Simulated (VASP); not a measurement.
Set up this calculation in VASP 6.6.1, as the native input.

| Property | Result |
| --- | --- |
| Task | single point |
| Functional | r2SCAN |
| Dispersion | D3(BJ) |
| Potentials or basis | VASP PAW PBE potentials, release 64 (Cu) |
| Cutoff | 520 eV |
| k mesh | 16 × 16 × 16 |
| Occupations | fermi-dirac, width 0.1 eV |
| Spin | no spin polarisation |
| Dipole correction | no |
| Further INCAR settings | ALGO = Normal; EDIFF = 1e-07; NBANDS = 12 |

The system is Cu.

```
CELL_PARAMETERS angstrom
0.00000 1.80750 1.79545
1.80750 0.00000 1.79545
1.80750 1.80750 0.00000
ATOMIC_POSITIONS crystal
Cu 0.00000 0.00000 0.00000
```

These files were run (other wordings do the same):

POSCAR

```
Cu
1.0
    0.0000000000      1.8075000000      1.7954500000
    1.8075000000      0.0000000000      1.7954500000
    1.8075000000      1.8075000000      0.0000000000
Cu
1
Direct
    0.0000000000      0.0000000000      0.0000000000
```

INCAR.step1

```
PREC = Accurate ; ENCUT = 520
ISMEAR = -1 ; SIGMA = 0.1
LREAL = F ; LASPH = T
NELM = 100 ; NBANDS = 12
GGA = PE ; ALGO = Normal
EDIFF = 1E-4 ; LWAVE = T
LCHARG = F
```

INCAR.step2

```
PREC = Accurate ; ENCUT = 520
EDIFF = 1E-7 ; ISMEAR = -1
SIGMA = 0.1 ; LREAL = F
LASPH = T ; NELM = 100
ALGO = Normal ; ISIF = 2
LWAVE = F ; LCHARG = F
METAGGA = R2SCAN ; LMIXTAU = T
IVDW = 12 ; NBANDS = 12
VDW_S6 = 1.0 ; VDW_S8 = 0.78981345
VDW_A1 = 0.49484001 ; VDW_A2 = 5.73083694
ISTART = 1
```

KPOINTS

```
regular mesh
0
Gamma
  16 16 16
```

Potentials or basis: VASP PAW PBE potentials, release 64 (Cu).

The run is started by

```bash
$ cat potpaw_PBE.64/Cu/POTCAR > POTCAR
$ cp INCAR.step1 INCAR
$ mpirun -np 1 vasp_std > vasp.out
$ cp INCAR.step2 INCAR
$ mpirun -np 1 vasp_std > vasp.out
```

It gave:

| Quantity | Value |
| --- | --- |
| Pressure | -7.0 GPa |
| Dispersion energy per atom | -0.276 eV |

Caveat: three body term missing; the PAW data sets were made with another functional, which shifts forces and pressure a little; pairwise dispersion overbinds metals, which lowers pressure and volume.

It took 2.5 min on 1 thread of Intel(R) Xeon(R) Platinum 8488C (Sapphire Rapids) (shared host), peak memory 0.17 GiB.
